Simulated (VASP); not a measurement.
# Zn5BiO (F-43m) in VASP: further runs

Zn5BiO is run at these levels: PBE; tasks: single point, relaxation of cell and atoms.

Program: VASP 6.6.1. These are calculated values, not measurements. Logs are shortened: lines on timing, memory, paths and dates and some standing lists are left out, and cuts for length are marked.

### 1 The cell of the first run

Symmetry: F-43m, No. 216, cubic system. The conventional cell has a = 8.123 Å, b = 8.123 Å, c = 8.123 Å, α = 90.00°, β = 90.00°, γ = 90.00°. Within 2.6 Å of Zn (site symmetry 3m) lie 1 O at 1.96 Å and 3 Zn at 2.54 Å. Zn (site symmetry -43m) has 12 Zn at 3.41 Å and 4 Bi at 3.52 Å and 4 O at 3.52 Å within 4.5 Å. Bi (site symmetry -43m) has 16 Zn at 3.34 to 3.52 Å and 6 O at 4.06 Å within 4.4 Å. O (site symmetry -43m) has 4 Zn at 1.96 Å within 2.6 Å.

### 2 Single point, PBE

Contents of INCAR:

```
ALGO     = Normal         # electronic algorithm
EDIFF    = 1E-6           # SCF threshold, eV
ENCUT    = 520            # plane-wave cutoff, eV
GGA      = PE             # functional
ISIF     = 2              # what is computed and relaxed
ISMEAR   = 0              # smearing method
LASPH    = T              # aspherical terms in the spheres
LCHARG   = F              # write CHGCAR
LREAL    = F              # projectors in reciprocal space
LWAVE    = F              # write WAVECAR
NBANDS   = 50             # bands
NELM     = 60             # most SCF steps
PREC     = Accurate       # precision mode
SIGMA    = 0.2            # smearing width, eV
```

Contents of KPOINTS:

```
k-points
0
Gamma
  4 4 4
```

Contents of POSCAR:

```
Zn5BiO
1.0
    0.0000000000      4.0615989224      4.0615989224
    4.0615989224      0.0000000000      4.0615989224
    4.0615989224      4.0615989224      0.0000000000
Zn Bi O
5 1 1
Direct
    0.6395094875      0.6395094875      0.6395094875
    0.0814715374      0.6395094875      0.6395094875
    0.6395094875      0.0814715374      0.6395094875
    0.6395094875      0.6395094875      0.0814715374
    0.2500000000      0.2500000000      0.2500000000
    0.0000000000      0.0000000000      0.0000000000
    0.5000000000      0.5000000000      0.5000000000
```

Potentials or basis: VASP PAW PBE potentials, release 64 (Zn, Bi_d, O).

Command:

```console
$ cat potpaw_PBE.64/Zn/POTCAR potpaw_PBE.64/Bi_d/POTCAR potpaw_PBE.64/O/POTCAR > POTCAR
$ mpirun -np 1 vasp_std > vasp.out
```

OUTCAR:

```text
EDIFF = 1E-6
   ENCUT = 520
   GGA = PE
   ISIF = 2
   ISMEAR = 0
   LASPH = T
   LREAL = F
   NELM = 60
   PREC = Accurate

 ion  position               nearest neighbor table
   1  0.640  0.640  0.640-   7 1.96   3 2.54   4 2.54   2 2.54   6 3.34   6 3.34   6 3.34
   2  0.081  0.640  0.640-   7 1.96   3 2.54   4 2.54   1 2.54   6 3.34   6 3.34   6 3.34
   3  0.640  0.081  0.640-   7 1.96   2 2.54   4 2.54   1 2.54   6 3.34   6 3.34   6 3.34
   4  0.640  0.640  0.081-   7 1.96   2 2.54   3 2.54   1 2.54   6 3.34   6 3.34   6 3.34
   5  0.250  0.250  0.250-
   6  0.000  0.000  0.000-   3 3.34   4 3.34   2 3.34   4 3.34   2 3.34   3 3.34   1 3.34   1 3.34
                             1 3.34   2 3.34   3 3.34   4 3.34
   7  0.500  0.500  0.500-   1 1.96   2 1.96   3 1.96   4 1.96

  LATTYP: Found a face centered cubic cell.
 ALAT       =     8.1231978448

  Lattice vectors:

 A1 = (   0.0000000000,   4.0615989224,   4.0615989224)
 A2 = (   4.0615989224,   0.0000000000,   4.0615989224)
 A3 = (   4.0615989224,   4.0615989224,   0.0000000000)

Analysis of symmetry for initial positions (statically):
=====================================================================
 Subroutine PRICEL returns:
 Original cell was already a primitive cell.

 Routine SETGRP: Setting up the symmetry group for a
 face centered cubic supercell.

 Subroutine GETGRP returns: Found 24 space group operations
 (whereof 24 operations were pure point group operations)
 out of a pool of 48 trial point group operations.

The static configuration has the point symmetry T_d .

Analysis of symmetry for dynamics (positions and initial velocities):
=====================================================================
 Subroutine PRICEL returns:
 Original cell was already a primitive cell.

 Routine SETGRP: Setting up the symmetry group for a
 face centered cubic supercell.

 Subroutine GETGRP returns: Found 24 space group operations
 (whereof 24 operations were pure point group operations)
 out of a pool of 48 trial point group operations.

The dynamic configuration has the point symmetry T_d .

 Subroutine INISYM returns: Found 24 space group operations
 (whereof 24 operations are pure point group operations),
 and found     1 'primitive' translations

----------------------------------------------------------------------------------------

                                     Primitive cell

  volume of cell :     134.0050

  direct lattice vectors                    reciprocal lattice vectors
     0.000000000  4.061598922  4.061598922    -0.123104228  0.123104228  0.123104228
     4.061598922  0.000000000  4.061598922     0.123104228 -0.123104228  0.123104228
     4.061598922  4.061598922  0.000000000     0.123104228  0.123104228 -0.123104228

  length of vectors
     5.743968281  5.743968281  5.743968281     0.213222778  0.213222778  0.213222778

  position of ions in fractional coordinates (direct lattice)
     0.639509487  0.639509487  0.639509487
     0.081471537  0.639509487  0.639509487
     0.639509487  0.081471537  0.639509487
     0.639509487  0.639509487  0.081471537
     0.250000000  0.250000000  0.250000000
     0.000000000  0.000000000  0.000000000
     0.500000000  0.500000000  0.500000000

  ion indices of the primitive-cell ions
   primitive index   ion index
                 1           1
                 2           2
                 3           3
                 4           4
                 5           5
                 6           6
                 7           7

----------------------------------------------------------------------------------------

 KPOINTS: k-points

Automatic generation of k-mesh.
 Grid dimensions read from file:
 generate k-points for:    4    4    4

 Generating k-lattice:

  Cartesian coordinates                     Fractional coordinates (reciprocal lattice)
    -0.030776057  0.030776057  0.030776057     0.250000000  0.000000000  0.000000000
     0.030776057 -0.030776057  0.030776057     0.000000000  0.250000000  0.000000000
     0.030776057  0.030776057 -0.030776057     0.000000000  0.000000000  0.250000000

  Length of vectors
     0.053305694  0.053305694  0.053305694

  Shift w.r.t. Gamma in fractional coordinates (k-lattice)
     0.000000000  0.000000000  0.000000000

 Subroutine IBZKPT returns following result:
 ===========================================

 Found      8 irreducible k-points:

 Following reciprocal coordinates:
            Coordinates               Weight
  0.000000  0.000000  0.000000      1.000000
  0.250000  0.000000  0.000000      8.000000
  0.500000  0.000000  0.000000      4.000000
  0.250000  0.250000  0.000000      6.000000
  0.500000  0.250000  0.000000     24.000000
 -0.250000  0.250000  0.000000     12.000000
  0.500000  0.500000  0.000000      3.000000
 -0.250000  0.500000  0.250000      6.000000
   k-points           NKPTS =      8   k-points in BZ     NKDIM =      8   number of bands    NBANDS=     50
   number of dos      NEDOS =    301   number of ions     NIONS =      7
   total plane-waves  NPLWV = 110592
   dimension x,y,z NGX =    48 NGY =   48 NGZ =   48
   dimension x,y,z NGXF=    96 NGYF=   96 NGZF=   96
   ions per type =               5   1   1
   NGX,Y,Z   is equivalent  to a cutoff of  13.89, 13.89, 13.89 a.u.
   NGXF,Y,Z  is equivalent  to a cutoff of  27.78, 27.78, 27.78 a.u.
 SYSTEM =  unknown system
   PREC   = accura    normal or accurate (medium, high low for compatibility)
   ISTART =      0    job   : 0-new  1-cont  2-samecut
   ICHARG =      2    charge: 1-file 2-atom 10-const
   ISPIN  =      1    spin polarized calculation?
   LNONCOLLINEAR =      F non collinear calculations
   LSORBIT =      F    spin-orbit coupling
   LASPH  =      T    aspherical Exc in radial PAW
   ENCUT  =  520.0 eV  38.22 Ry    6.18 a.u.  10.68 10.68 10.68*2*pi/ulx,y,z
   NELM   =     60;   NELMIN=  2; NELMDL= -5     # of ELM steps
   EDIFF  = 0.1E-05   stopping-criterion for ELM
   LREAL  =      F    real-space projection
   EDIFFG = 0.1E-04   stopping-criterion for IOM
   NSW    =      0    number of steps for IOM
   IBRION =     -1    ionic relax: 0-MD 1-quasi-New 2-CG
   NFREE  =      0    steps in history (QN), initial steepest desc. (CG)
   ISIF   =      2    stress and relaxation
   ISYM   =      2    0-nonsym 1-usesym 2-fastsym
   POTIM  = 0.5000    time-step for ionic-motion
   TEBEG  =    0.0;   TEEND  =   0.0 temperature during run
   PSTRESS=    0.0 pullay stress
   NELECT =      81.0000    total number of electrons
   NUPDOWN=      -1.0000    fix difference up-down
   EMIN   =  10.00;   EMAX   =-10.00  energy-range for DOS
   EFERMI =   0.00;   METHOD = LEGACY
   ISMEAR =     0;   SIGMA  =   0.20  broadening in eV -4-tet -1-fermi 0-gaus
   EFERMI_NEDOS =   21; number of points for ismear=-14 and -15
   IALGO  =     38    algorithm
   IMIX   =      4    mixing-type and parameters
     AMIX     =   0.40;   BMIX     =  1.00
     AMIX_MAG =   1.60;   BMIX_MAG =  1.00
  volume/ion in A,a.u.               =      19.14       129.19
  Fermi-wavevector in a.u.,A,eV,Ry     =   1.384191  2.615742 26.068569  1.915986
  Thomas-Fermi vector in A             =   2.508719
   LORBIT       =      0    0 simple, 1 ext, 2 COOP (PROOUT), +10 PAW based schemes
   GGA     = PE    functional components
   LHFCALC =     F    Hartree Fock is set to
   AEXX    =    0.0000 exact exchange contribution
   IVDW    =     0    specifies the selected vdW correction
   LEPSILON=     F    determine dielectric tensor
   LRPA    =     F    only Hartree local field effects (RPA)
 non-spin polarized calculation
 Gauss-broadening in eV      SIGMA  =   0.20
  energy-cutoff  :      520.00
  volume of cell :      134.01
 maximum number of plane-waves:      3695
 NGX is ok and might be reduce to    48
   NGX = 21   NGY = 21   NGZ = 21

 number of electron      81.0000003 magnetization

 Free energy of the ion-electron system (eV)
  ---------------------------------------------------
  ext. energy  EPLUGINS =         0.00000000
  ---------------------------------------------------
  free energy    TOTEN  =       -15.09866721 eV

  energy without entropy =      -15.03422131  energy(sigma->0) =      -15.06644426

 E-fermi :   3.4039     XC(G=0): -10.3474

 val. band max:        3.3502829641   @ k =  -0.2500   0.2500   0.0000
 cond. band min:       3.5649854698   @ k =  -0.2500   0.2500   0.0000
 fundamental gap:      0.2147025058
 Fermi energy:         3.4039249343

 k-point     1 :       0.0000    0.0000    0.0000
  band No.  band energies     occupation
      1     -19.4303      2.00000
      2     -19.4303      2.00000
      3     -19.4229      2.00000
      4     -19.4229      2.00000
      5     -19.4229      2.00000
      6     -16.4835      2.00000
[... 42 lines left out ...]
     49       8.0691      0.00000
     50      11.9843      0.00000

 k-point     2 :       0.2500    0.0000    0.0000
  band No.  band energies     occupation
      1     -19.4303      2.00000
      2     -19.4303      2.00000
      3     -19.4228      2.00000
      4     -19.4226      2.00000
      5     -19.4226      2.00000
      6     -16.4772      2.00000
[... 42 lines left out ...]
     49       9.3938      0.00000
     50      10.0257      0.00000

 k-point     3 :       0.5000    0.0000    0.0000
  band No.  band energies     occupation
      1     -19.4303      2.00000
      2     -19.4303      2.00000
      3     -19.4228      2.00000
      4     -19.4224      2.00000
      5     -19.4224      2.00000
      6     -16.4710      2.00000
[... 42 lines left out ...]
     49       8.9805      0.00000
     50       9.8860      0.00000

 k-point     4 :       0.2500    0.2500    0.0000
  band No.  band energies     occupation
      1     -19.4305      2.00000
      2     -19.4301      2.00000
      3     -19.4230      2.00000
      4     -19.4224      2.00000
      5     -19.4224      2.00000
      6     -16.4750      2.00000
[... 42 lines left out ...]
     49       8.9975      0.00000
     50      10.1355      0.00000

 k-point     5 :       0.5000    0.2500    0.0000
  band No.  band energies     occupation
      1     -19.4306      2.00000
      2     -19.4301      2.00000
      3     -19.4229      2.00000
      4     -19.4223      2.00000
      5     -19.4222      2.00000
      6     -16.4688      2.00000
[... 42 lines left out ...]
     49       9.0603      0.00000
     50       9.4967      0.00000

 k-point     6 :      -0.2500    0.2500    0.0000
  band No.  band energies     occupation
      1     -19.4304      2.00000
      2     -19.4303      2.00000
      3     -19.4227      2.00000
      4     -19.4225      2.00000
      5     -19.4224      2.00000
      6     -16.4710      2.00000
[... 42 lines left out ...]
     49       9.4449      0.00000
     50       9.5557      0.00000

 k-point     7 :       0.5000    0.5000    0.0000
  band No.  band energies     occupation
      1     -19.4309      2.00000
      2     -19.4300      2.00000
      3     -19.4232      2.00000
      4     -19.4220      2.00000
      5     -19.4220      2.00000
      6     -16.4666      2.00000
[... 42 lines left out ...]
     49       8.5375      0.00000
     50       8.7382      0.00000

 k-point     8 :      -0.2500    0.5000    0.2500
  band No.  band energies     occupation
      1     -19.4307      2.00000
      2     -19.4302      2.00000
      3     -19.4227      2.00000
      4     -19.4225      2.00000
      5     -19.4221      2.00000
      6     -16.4668      2.00000
[... 42 lines left out ...]
     49       9.1922      0.00000
     50       9.6166      0.00000

------------------------ aborting loop because EDIFF is reached ----------------------------------------

  FORCE on cell =-STRESS in cart. coord.  units (eV):
  Direction    XX          YY          ZZ          XY          YZ          ZX
  --------------------------------------------------------------------------------------
  -------------------------------------------------------------------------------------
  Total        0.2477355      0.2477355      0.2477355      0.0000000      0.0000000     -0.0000000
  in kB        2.9619495      2.9619495      2.9619495      0.0000000      0.0000000     -0.0000000
  external PRESSURE =       2.9619495 kB  Pullay stress =       0.0000000 kB

 VOLUME and BASIS-vectors are now :
 -----------------------------------------------------------------------------
  energy-cutoff  :      520.00
  volume of cell :      134.01
      direct lattice vectors                 reciprocal lattice vectors
     0.000000000  4.061598922  4.061598922    -0.123104228  0.123104228  0.123104228
     4.061598922  0.000000000  4.061598922     0.123104228 -0.123104228  0.123104228
     4.061598922  4.061598922  0.000000000     0.123104228  0.123104228 -0.123104228

 POSITION                                       TOTAL-FORCE (eV/Angst)
 -----------------------------------------------------------------------------------
      5.19486      5.19486      5.19486         0.020536      0.020536      0.020536
      5.19486      2.92834      2.92834         0.020536     -0.020536     -0.020536
      2.92834      5.19486      2.92834        -0.020536      0.020536     -0.020536
      2.92834      2.92834      5.19486        -0.020536     -0.020536      0.020536
      2.03080      2.03080      2.03080        -0.000000      0.000000      0.000000
      0.00000      0.00000      0.00000        -0.000000      0.000000      0.000000
      4.06160      4.06160      4.06160        -0.000000      0.000000      0.000000
 -----------------------------------------------------------------------------------
    total drift:                               -0.000003     -0.000003     -0.000003

  FREE ENERGIE OF THE ION-ELECTRON SYSTEM (eV)
  ---------------------------------------------------
  free  energy   TOTEN  =       -15.0986672080 eV

  energy  without entropy=      -15.0342213089  energy(sigma->0) =      -15.06644426
```

Wall time 2.5 min (1 thread of AMD EPYC 7R13, shared host); peak memory 0.31 GiB.

What came out:

| Quantity | Value |
| --- | --- |
| Free energy | -15.0987 eV |
| Pressure | 0.3 GPa |
| Largest force | 0.036 eV/Å |

Forces in eV/Å, atoms in the order of the input:
```
Zn   0.021  0.021  0.021
Zn   0.021 -0.021 -0.021
Zn  -0.021  0.021 -0.021
Zn  -0.021 -0.021  0.021
Zn   0.000  0.000  0.000
Bi   0.000  0.000  0.000
O    0.000  0.000  0.000
```

Caveat: spin-orbit coupling is left out, which moves the levels of the heavy elements; an odd number of electrons without spin polarisation forces a metal; a magnetic or distorted state may lie lower.

[end of part 1 of 2]
